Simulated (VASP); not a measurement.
# BN (Pm) in VASP: notebook

The runs below take BN through single point, with PBE.

Everything below comes from runs of VASP 6.6.1. Logs are shortened: lines on timing, memory, paths and dates and some standing lists are left out, and cuts for length are marked.

**1. The cell of the first run**

It takes space group Pm (No. 6, monoclinic). The conventional cell has a = 2.512 Å, b = 8.344 Å, c = 2.512 Å, α = 90.00°, β = 120.00°, γ = 90.00°. B (site symmetry m) has 1 N at 0.88 Å within 1.2 Å. B (site symmetry m) has 3 N at 1.45 Å within 1.9 Å. Within 1.9 Å of N (site symmetry m) lie 3 B at 1.45 Å. N (site symmetry m) has 1 B at 0.88 Å within 1.2 Å.

**2. Single point, PBE (atom 1 (B) moved -0.600 Å along Cartesian [1 1 0])**

Input file INCAR:

```
  PREC = Accurate
  ENCUT = 520
  EDIFF = 1E-6
  ISMEAR = 0
  SIGMA = 0.05
  LREAL = False
  LASPH = True
  NELM = 100
  ALGO = Normal
  ISIF = 2
  LWAVE = False
  LCHARG = False
  GGA = PE
  NBANDS = 16
```

Input file KPOINTS:

```
regular mesh
0
Gamma
  12 12 4
```

Input file POSCAR:

```
BN
1.0
    2.5121751215      0.0000000000      0.0000000000
   -1.2560875608      2.1756074740      0.0000000000
    0.0000000000      0.0000000000      8.3436910039
B N
2 2
Direct
    0.0669454381      0.4716571929      0.2500000000
    0.6666666667      0.3333333333      0.7500000000
    0.3333333333      0.6666666667      0.7500000000
    0.6666666667      0.3333333333      0.2500000000
```

Potentials or basis: VASP PAW PBE potentials, release 64 (B, N).

Command:

```
cat potpaw_PBE.64/B/POTCAR potpaw_PBE.64/N/POTCAR > POTCAR
mpirun -np 1 vasp_std > vasp.out
```

OUTCAR:

```text
PREC = Accurate
   ENCUT = 520
   EDIFF = 1E-6
   ISMEAR = 0
   LREAL = False
   LASPH = True
   NELM = 100
   ISIF = 2
   GGA = PE

 ion  position               nearest neighbor table
   1  0.067  0.472  0.250-   4 0.88   4 1.71   4 1.92
   2  0.667  0.333  0.750-   3 1.45   3 1.45   3 1.45
   3  0.333  0.667  0.750-   2 1.45   2 1.45   2 1.45
   4  0.667  0.333  0.250-   1 0.88   1 1.71   1 1.92

 -----------------------------------------------------------------------------
|                                                                             |
|           W    W    AA    RRRRR   N    N  II  N    N   GGGG   !!!           |
|           W    W   A  A   R    R  NN   N  II  NN   N  G    G  !!!           |
|           W    W  A    A  R    R  N N  N  II  N N  N  G       !!!           |
|           W WW W  AAAAAA  RRRRR   N  N N  II  N  N N  G  GGG   !            |
|           WW  WW  A    A  R   R   N   NN  II  N   NN  G    G                |
|           W    W  A    A  R    R  N    N  II  N    N   GGGG   !!!           |
|                                                                             |
|     The distance between some ions is very small. Please check the          |
|     nearest-neighbor list in the OUTCAR file.                               |
|     I HOPE YOU KNOW WHAT YOU ARE DOING!                                     |
|                                                                             |
 -----------------------------------------------------------------------------

  LATTYP: Found a hexagonal cell.
 ALAT       =     2.5121751215
 C/A-ratio  =     3.3213015018

  Lattice vectors:

 A1 = (   2.5121751215,   0.0000000000,   0.0000000000)
 A2 = (  -1.2560875608,   2.1756074740,   0.0000000000)
 A3 = (   0.0000000000,   0.0000000000,   8.3436910039)

Analysis of symmetry for initial positions (statically):
=====================================================================
 Subroutine PRICEL returns:
 Original cell was already a primitive cell.

 Routine SETGRP: Setting up the symmetry group for a
 hexagonal supercell.

 Subroutine GETGRP returns: Found  2 space group operations
 (whereof  1 operations were pure point group operations)
 out of a pool of 24 trial point group operations.

The static configuration has the point symmetry C_1 .
 The point group associated with its full space group is C_1h.

Analysis of symmetry for dynamics (positions and initial velocities):
=====================================================================
 Subroutine PRICEL returns:
 Original cell was already a primitive cell.

 Routine SETGRP: Setting up the symmetry group for a
 hexagonal supercell.

 Subroutine GETGRP returns: Found  2 space group operations
 (whereof  1 operations were pure point group operations)
 out of a pool of 24 trial point group operations.

The dynamic configuration has the point symmetry C_1 .
 The point group associated with its full space group is C_1h.

 Subroutine INISYM returns: Found  2 space group operations
 (whereof  1 operations are pure point group operations),
 and found     1 'primitive' translations

----------------------------------------------------------------------------------------

                                     Primitive cell

  volume of cell :      45.6025

  direct lattice vectors                    reciprocal lattice vectors
     2.512175121  0.000000000  0.000000000     0.398061422  0.229820869  0.000000000
    -1.256087561  2.175607474  0.000000000     0.000000000  0.459641738  0.000000000
     0.000000000  0.000000000  8.343691004     0.000000000  0.000000000  0.119851035

  length of vectors
     2.512175121  2.512175122  8.343691004     0.459641738  0.459641738  0.119851035

  position of ions in fractional coordinates (direct lattice)
     0.066945438  0.471657193  0.250000000
     0.666666667  0.333333333  0.750000000
     0.333333333  0.666666667  0.750000000
     0.666666667  0.333333333  0.250000000

  ion indices of the primitive-cell ions
   primitive index   ion index
                 1           1
                 2           2
                 3           3
                 4           4

----------------------------------------------------------------------------------------

 KPOINTS: regular mesh

Automatic generation of k-mesh.
 Grid dimensions read from file:
 generate k-points for:   12   12    4

 Generating k-lattice:

  Cartesian coordinates                     Fractional coordinates (reciprocal lattice)
     0.033171785  0.019151739  0.000000000     0.083333333  0.000000000  0.000000000
     0.000000000  0.038303478  0.000000000     0.000000000  0.083333333  0.000000000
     0.000000000  0.000000000  0.029962759     0.000000000  0.000000000  0.250000000

  Length of vectors
     0.038303478  0.038303478  0.029962759

  Shift w.r.t. Gamma in fractional coordinates (k-lattice)
     0.000000000  0.000000000  0.000000000

 Subroutine IBZKPT returns following result:
 ===========================================

 Found    222 irreducible k-points:

 Following reciprocal coordinates:
            Coordinates               Weight
  0.000000  0.000000  0.000000      1.000000
  0.083333 -0.000000  0.000000      2.000000
  0.000000  0.083333  0.000000      2.000000
 -0.083333  0.083333  0.000000      2.000000
  0.166667  0.000000  0.000000      2.000000
  0.000000  0.166667  0.000000      2.000000
[... 16 lines left out ...]
  0.166667  0.083333  0.000000      2.000000
 -0.083333  0.250000  0.000000      2.000000
 [... further k-points ...]
   k-points           NKPTS =    222   k-points in BZ     NKDIM =    222   number of bands    NBANDS=     16
   number of dos      NEDOS =    301   number of ions     NIONS =      4
   total plane-waves  NPLWV =  25600
   dimension x,y,z NGX =    20 NGY =   20 NGZ =   64
   dimension x,y,z NGXF=    40 NGYF=   40 NGZF=  128
   ions per type =               2   2
   NGX,Y,Z   is equivalent  to a cutoff of  13.24, 13.24, 12.75 a.u.
   NGXF,Y,Z  is equivalent  to a cutoff of  26.47, 26.47, 25.50 a.u.
 SYSTEM =  unknown system
   PREC   = accura    normal or accurate (medium, high low for compatibility)
   ISTART =      0    job   : 0-new  1-cont  2-samecut
   ICHARG =      2    charge: 1-file 2-atom 10-const
   ISPIN  =      1    spin polarized calculation?
   LNONCOLLINEAR =      F non collinear calculations
   LSORBIT =      F    spin-orbit coupling
   LASPH  =      T    aspherical Exc in radial PAW
   ENCUT  =  520.0 eV  38.22 Ry    6.18 a.u.   4.67  4.67 15.51*2*pi/ulx,y,z
   NELM   =    100;   NELMIN=  2; NELMDL= -5     # of ELM steps
   EDIFF  = 0.1E-05   stopping-criterion for ELM
   LREAL  =      F    real-space projection
   EDIFFG = 0.1E-04   stopping-criterion for IOM
   NSW    =      0    number of steps for IOM
   IBRION =     -1    ionic relax: 0-MD 1-quasi-New 2-CG
   NFREE  =      0    steps in history (QN), initial steepest desc. (CG)
   ISIF   =      2    stress and relaxation
   ISYM   =      2    0-nonsym 1-usesym 2-fastsym
   POTIM  = 0.5000    time-step for ionic-motion
   TEBEG  =    0.0;   TEEND  =   0.0 temperature during run
   PSTRESS=    0.0 pullay stress
   NELECT =      16.0000    total number of electrons
   NUPDOWN=      -1.0000    fix difference up-down
   EMIN   =  10.00;   EMAX   =-10.00  energy-range for DOS
   EFERMI =   0.00;   METHOD = LEGACY
   ISMEAR =     0;   SIGMA  =   0.05  broadening in eV -4-tet -1-fermi 0-gaus
   EFERMI_NEDOS =   21; number of points for ismear=-14 and -15
   IALGO  =     38    algorithm
   IMIX   =      4    mixing-type and parameters
     AMIX     =   0.40;   BMIX     =  1.00
     AMIX_MAG =   1.60;   BMIX_MAG =  1.00
  volume/ion in A,a.u.               =      11.40        76.94
  Fermi-wavevector in a.u.,A,eV,Ry     =   1.154654  2.181980 18.139645  1.333226
  Thomas-Fermi vector in A             =   2.291289
   LORBIT       =      0    0 simple, 1 ext, 2 COOP (PROOUT), +10 PAW based schemes
   GGA     = PE    functional components
   LHFCALC =     F    Hartree Fock is set to
   AEXX    =    0.0000 exact exchange contribution
   IVDW    =     0    specifies the selected vdW correction
   LEPSILON=     F    determine dielectric tensor
   LRPA    =     F    only Hartree local field effects (RPA)
 non-spin polarized calculation
 Gauss-broadening in eV      SIGMA  =   0.05
  energy-cutoff  :      520.00
  volume of cell :       45.60
 maximum number of plane-waves:      1267
   NGX =  9   NGY =  9   NGZ = 31

 number of electron      15.9999998 magnetization

 Free energy of the ion-electron system (eV)
  ---------------------------------------------------
  ext. energy  EPLUGINS =         0.00000000
  ---------------------------------------------------
  free energy    TOTEN  =       -18.97501920 eV

  energy without entropy =      -18.97501920  energy(sigma->0) =      -18.97501920

 E-fermi :   0.6974     XC(G=0):  -8.4150

 val. band max:        0.4714505352   @ k =   0.0000   0.0000   0.5000
 cond. band min:       4.6078220705   @ k =   0.5000   0.5000   0.5000
 fundamental gap:      4.1363715353
 Fermi energy:         0.6974174620

 k-point     1 :       0.0000    0.0000    0.0000
  band No.  band energies     occupation
      1     -17.3862      2.00000
      2     -16.2894      2.00000
      3      -5.5877      2.00000
      4      -4.8563      2.00000
      5      -4.0913      2.00000
      6      -1.1243      2.00000
[... 8 lines left out ...]
     15      12.7525      0.00000
     16      13.0599      0.00000

 k-point     2 :       0.0833   -0.0000    0.0000
  band No.  band energies     occupation
      1     -17.2535      2.00000
      2     -16.2037      2.00000
      3      -5.4244      2.00000
      4      -4.6843      2.00000
      5      -4.2207      2.00000
      6      -1.6815      2.00000
[... 8 lines left out ...]
     15      12.6575      0.00000
     16      13.0508      0.00000
[... 387 lines left out ...]
      5      -4.0740      2.00000
      6      -3.6853      2.00000
[... 8 lines left out ...]
     15      14.0321      0.00000
     16      14.7841      0.00000

 k-point    24 :      -0.0833    0.2500    0.0000
  band No.  band energies     occupation
      1     -16.4844      2.00000
      2     -15.4802      2.00000
      3      -5.3507      2.00000
      4      -4.6874      2.00000
      5      -4.0741      2.00000
      6      -3.6968      2.00000
[... 8 lines left out ...]
     15      14.6233      0.00000
     16      15.6482      0.00000

 [... further k-points ...]
[... 5 lines left out ...]
  --------------------------------------------------------------------------------------
  -------------------------------------------------------------------------------------
  Total       71.2541438     12.5102034     -0.1015909     27.4554191      0.0000000      0.0000000
  in kB     2503.4103504    439.5277369     -3.5692488    964.6060795      0.0000000      0.0000000
  external PRESSURE =     979.7896128 kB  Pullay stress =       0.0000000 kB

 VOLUME and BASIS-vectors are now :
 -----------------------------------------------------------------------------
  energy-cutoff  :      520.00
  volume of cell :       45.60
      direct lattice vectors                 reciprocal lattice vectors
     2.512175121  0.000000000  0.000000000     0.398061422  0.229820869  0.000000000
    -1.256087561  2.175607474  0.000000000     0.000000000  0.459641738  0.000000000
     0.000000000  0.000000000  8.343691004     0.000000000  0.000000000  0.119851035

 POSITION                                       TOTAL-FORCE (eV/Angst)
 -----------------------------------------------------------------------------------
     -0.42426      1.02614      2.08592        94.714252     32.768336      0.000000
      1.25609      0.72520      6.25777        -0.000173      0.000035      0.000000
     -0.00000      1.45040      6.25777        -0.000276     -0.000619      0.000000
      1.25609      0.72520      2.08592       -94.713803    -32.767752      0.000000
 -----------------------------------------------------------------------------------
    total drift:                                0.000670      0.000227     -0.000000

  FREE ENERGIE OF THE ION-ELECTRON SYSTEM (eV)
  ---------------------------------------------------
  free  energy   TOTEN  =       -18.9750191993 eV

  energy  without entropy=      -18.9750191993  energy(sigma->0) =      -18.97501920
```

Wall time 97 s (1 thread of AMD EPYC 9R14 (Zen 4), shared host); peak memory 0.23 GiB.

What came out:

| Quantity | Value |
| --- | --- |
| Free energy | -18.9750 eV |
| Pressure | 98.0 GPa |
| Largest force | 100.223 eV/Å |
| Band gap on the k mesh | 4.14 eV (least direct gap 4.43 eV) |

Forces on the atoms (eV/Å):
```
B    94.714  32.768   0.000
B     0.000   0.000   0.000
N     0.000  -0.001   0.000
N   -94.714 -32.768   0.000
```

Stress tensor (GPa, compression positive):
```
250.34  96.46   0.00
 96.46  43.95   0.00
  0.00   0.00  -0.36
```

Levels at points of the mesh, in eV from the valence-band top:
| k point | band 4 | band 5 | band 6 | band 7 | band 8 | band 9 | band 10 | band 11 | band 12 | band 13 |
| --- | --- | --- | --- | --- | --- | --- | --- | --- | --- | --- |
| (0.00, 0.00, 0.00) | -5.33 | -4.56 | -1.60 | -1.60 | 0.00 | 4.43 | 7.38 | 9.12 | 11.27 | 11.27 |
| (0.50, 0.00, 0.00) | -6.94 | -4.37 | -3.00 | -2.58 | -1.15 | 4.54 | 5.92 | 9.39 | 9.59 | 11.46 |
| (0.00, 0.50, 0.00) | -8.01 | -4.37 | -4.03 | -3.50 | -1.14 | 4.53 | 6.97 | 9.23 | 9.42 | 12.16 |
| (0.50, 0.50, 0.00) | -7.67 | -4.37 | -3.08 | -1.14 | -1.09 | 4.14 | 4.52 | 7.53 | 9.40 | 12.13 |
| (0.00, 0.00, 0.50) | -5.45 | -4.55 | -1.60 | -1.60 | 0.00 | 5.34 | 5.78 | 10.08 | 11.27 | 11.27 |
| (0.50, 0.00, 0.50) | -6.94 | -4.37 | -3.00 | -2.57 | -1.14 | 4.52 | 5.86 | 9.47 | 9.74 | 11.77 |
| (0.00, 0.50, 0.50) | -8.01 | -4.37 | -4.03 | -3.50 | -1.14 | 4.52 | 7.00 | 8.98 | 9.55 | 12.58 |
| (0.50, 0.50, 0.50) | -7.67 | -4.37 | -3.07 | -1.16 | -1.08 | 4.14 | 4.54 | 7.41 | 9.44 | 12.66 |

Caveat: the cell differs from its parent crystal (atom 1 (B) moved -0.600 Å along Cartesian [1 1 0]); atoms lie so close that the PAW spheres overlap strongly, which falsifies energies and pressures; the cell stands under pressure; this functional lacks dispersion, which binds the layers, so the pressure and a relaxed spacing across them are unreliable; forces of over 1 eV/Å act on the atoms, so gaps and moduli don't describe the material at rest. A k mesh can miss the band edges.

(Continued in part 2 of 2.)
